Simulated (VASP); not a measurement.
# MgO (Fm-3m) in VASP: notebook, part 2 of 2

VASP 6.6.1. Earlier steps stand in the parts before.

**4. Vibrations by perturbation theory, PBEsol**

This run uses another cell than the first one, of 8.59 Å³/atom, 0.918 times its volume.

INCAR

```
  PREC = Accurate
  ENCUT = 520
  EDIFF = 1E-8
  ISMEAR = 0
  SIGMA = 0.01
  LREAL = F
  LASPH = T
  NELM = 60
  ALGO = Normal
  ISIF = 2
  LWAVE = F
  LCHARG = F
  GGA = PS
  NBANDS = 11
  IBRION = 8
  NSW = 1
  LEPSILON = T
```

KPOINTS

```
Automatic mesh
0
Gamma
  10 10 10
```

POSCAR

```
MgO
1.0
    0.0000000000      2.0480762040      2.0480762040
    2.0480762040      0.0000000000      2.0480762040
    2.0480762040      2.0480762040      0.0000000000
Mg O
1 1
Direct
    0.0000000000      0.0000000000      0.0000000000
    0.5000000000      0.5000000000      0.5000000000
```

Potentials or basis: VASP PAW PBE potentials, release 64 (Mg, O).

Run with:

```console
$ cat potpaw_PBE.64/Mg/POTCAR potpaw_PBE.64/O/POTCAR > POTCAR
$ mpirun -np 1 vasp_std > vasp.out
```

OUTCAR:

```text
PREC = Accurate
   ENCUT = 520
   EDIFF = 1E-8
   ISMEAR = 0
   LREAL = F
   LASPH = T
   NELM = 60
   ISIF = 2
   GGA = PS
   IBRION = 8
   NSW = 1
   LEPSILON = T

 ion  position               nearest neighbor table
   1  0.000  0.000  0.000-   2 2.05   2 2.05   2 2.05   2 2.05   2 2.05   2 2.05
   2  0.500  0.500  0.500-   1 2.05   1 2.05   1 2.05   1 2.05   1 2.05   1 2.05

  LATTYP: Found a face centered cubic cell.
 ALAT       =     4.0961524080

  Lattice vectors:

 A1 = (   0.0000000000,   2.0480762040,   2.0480762040)
 A2 = (   2.0480762040,   0.0000000000,   2.0480762040)
 A3 = (   2.0480762040,   2.0480762040,   0.0000000000)

Analysis of symmetry for initial positions (statically):
=====================================================================
 Subroutine PRICEL returns:
 Original cell was already a primitive cell.

 Routine SETGRP: Setting up the symmetry group for a
 face centered cubic supercell.

 Subroutine GETGRP returns: Found 48 space group operations
 (whereof 48 operations were pure point group operations)
 out of a pool of 48 trial point group operations.

The static configuration has the point symmetry O_h .

Analysis of symmetry for dynamics (positions and initial velocities):
=====================================================================
 Subroutine PRICEL returns:
 Original cell was already a primitive cell.

 Routine SETGRP: Setting up the symmetry group for a
 face centered cubic supercell.

 Subroutine GETGRP returns: Found 48 space group operations
 (whereof 48 operations were pure point group operations)
[... 594 lines left out ...]
          XX          YY          ZZ          XY          YZ          ZX
  --------------------------------------------------------------------------------
  x     0.00000     0.00000     0.00000     0.00000     0.00000     0.00000
  y     0.00000     0.00000     0.00000     0.00000     0.00000     0.00000
  z     0.00000     0.00000     0.00000     0.00000     0.00000     0.00000

 BORN EFFECTIVE CHARGES (including local field effects) (in |e|, cummulative output)
 ---------------------------------------------------------------------------------
 ion    1
    1     1.93186    -0.00000     0.00000
    2     0.00000     1.93186     0.00000
    3     0.00000     0.00000     1.93186
 ion    2
    1    -1.93186     0.00000     0.00000
    2    -0.00000    -1.93186     0.00000
    3     0.00000     0.00000    -1.93186

 INTERNAL STRAIN TENSOR FOR ION    2 for displacements in x,y,z  (eV/Angst):
          X           Y           Z          XY          YZ          ZX
  --------------------------------------------------------------------------------
  x     0.00000     0.00000     0.00000     0.00000     0.00000     0.00000
  y     0.00000     0.00000     0.00000     0.00000     0.00000     0.00000
  z     0.00000     0.00000     0.00000     0.00000     0.00000     0.00000

 SECOND DERIVATIVES (NOT SYMMETRIZED)
 ------------------------------------
               1X          1Y          1Z          2X          2Y          2Z
  1X    -7.886387    0.000000    0.000000    7.886387    0.000000    0.000000
  1Y     0.000000   -7.886387    0.000000    0.000000    7.886387    0.000000
  1Z     0.000000    0.000000   -7.886387    0.000000    0.000000    7.886387
  2X     7.876551    0.000000    0.000000   -7.876551    0.000000    0.000000
  2Y     0.000000    7.876551    0.000000    0.000000   -7.876551    0.000000
  2Z     0.000000    0.000000    7.876551    0.000000    0.000000   -7.876551

 Eigenvectors and eigenvalues of the dynamical matrix
 ----------------------------------------------------

   1 f  =   14.128566 THz    88.772397 2PiTHz  471.278227 cm-1    58.431027 meV
             X         Y         Z           dx          dy          dz
      0.000000  0.000000  0.000000    -0.630295    0.000000    0.000000
      2.048076  2.048076  2.048076     0.776356   -0.000000    0.000000
[... 21 lines left out ...]
   6 f/i=    0.004314 THz     0.027107 2PiTHz    0.143904 cm-1     0.017842 meV
             X         Y         Z           dx          dy          dz
      0.000000  0.000000  0.000000    -0.160786    0.392321    0.650354
      2.048076  2.048076  2.048076    -0.130536    0.318511    0.527999

--------------------------------------------------------------------------------------------------------

 MACROSCOPIC STATIC DIELECTRIC TENSOR IONIC CONTRIBUTION
 ------------------------------------------------------
           4.987014     0.000000     0.000000
           0.000000     4.987014    -0.000000
           0.000000    -0.000000     4.987014
 ------------------------------------------------------

 ELASTIC MODULI CONTR FROM IONIC RELAXATION (kBar)
 Direction    XX          YY          ZZ          XY          YZ          ZX
 --------------------------------------------------------------------------------
 XX           0.0000      0.0000      0.0000      0.0000      0.0000      0.0000
 YY           0.0000      0.0000      0.0000      0.0000      0.0000      0.0000
 ZZ           0.0000      0.0000      0.0000      0.0000      0.0000      0.0000
 XY           0.0000      0.0000      0.0000      0.0000      0.0000      0.0000
 YZ           0.0000      0.0000      0.0000      0.0000      0.0000      0.0000
 ZX           0.0000      0.0000      0.0000      0.0000      0.0000      0.0000
 --------------------------------------------------------------------------------

 PIEZOELECTRIC TENSOR IONIC CONTR  for field in x, y, z        (C/m^2)
          XX          YY          ZZ          XY          YZ          ZX
  --------------------------------------------------------------------------------
  x     0.00000     0.00000     0.00000     0.00000     0.00000     0.00000
  y     0.00000     0.00000     0.00000     0.00000     0.00000     0.00000
  z     0.00000     0.00000     0.00000     0.00000     0.00000     0.00000
```

Run time: 3.1 min. Hardware: 1 thread of AMD EPYC 7R13 (Zen 3), shared host; peak memory 0.16 GiB.

What came out:

```
Electronic dielectric tensor (diagonal)                 : 3.07
Born charges (mean of the diagonal)                     : Mg +1.93; O -1.93 e
Highest phonon frequency at Γ, LO-TO splitting left out : 471 cm⁻¹
```

Phonon frequencies in cm⁻¹ (negative: imaginary):
```csv
q point,frequencies
"(0.000, 0.000, 0.000)",0 0 0 471 471 471
```

Electronic dielectric tensor:
```
3.07 0.00 0.00
0.00 3.07 0.00
0.00 0.00 3.07
```

Born effective charge tensors (e):
atom 1, Mg
```
1.93 0.00 0.00
0.00 1.93 0.00
0.00 0.00 1.93
```
atom 2, O
```
-1.93  0.00  0.00
 0.00 -1.93  0.00
 0.00  0.00 -1.93
```

Caveat: the cell wasn't relaxed at this level first, which shifts response properties; the PAW data sets were made with another functional, which shifts forces and pressure a little.
